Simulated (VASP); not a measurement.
A run of VASP 6.6.1:

Contents of INCAR:

```
ALGO = Normal
EDIFF = 1E-7
ENCUT = 520
GGA = CA
ISIF = 2
ISMEAR = 0
LASPH = True
LCHARG = False
LREAL = False
LWAVE = False
NBANDS = 19
NELM = 60
PREC = Accurate
SIGMA = 0.01
```

Contents of KPOINTS:

```
k-points
0
Gamma
  8 8 8
```

Contents of POSCAR:

```
TiO2
1.0
    1.5338645634      0.8855731454      7.1518882304
   -1.5338645634      0.8855731454      7.1518882304
    0.0000000000     -1.7711565348      7.1518882304
Ti O
1 2
Direct
    0.0000000000      0.0000000000      0.0000000000
    0.6204700000      0.6204700000      0.6204700000
    0.3795300000      0.3795300000      0.3795300000
```

Potentials or basis: VASP PAW LDA potentials, release 64 (Ti_sv, O).

Run with:

```bash
$ cat potpaw_LDA.64/Ti_sv/POTCAR potpaw_LDA.64/O/POTCAR > POTCAR
$ mpirun -np 1 vasp_std > vasp.out
```

Hardware: 1 thread of Intel(R) Xeon(R) Platinum 8259CL CPU @ 2.50GHz (Skylake/Cascade Lake), on a shared host.

Estimate the wall time of this run.

It took 5.3 min on 1 thread of Intel(R) Xeon(R) Platinum 8259CL CPU @ 2.50GHz (Skylake/Cascade Lake) (shared host), peak memory 0.35 GiB. Counts: scf iterations 19, k points 65.
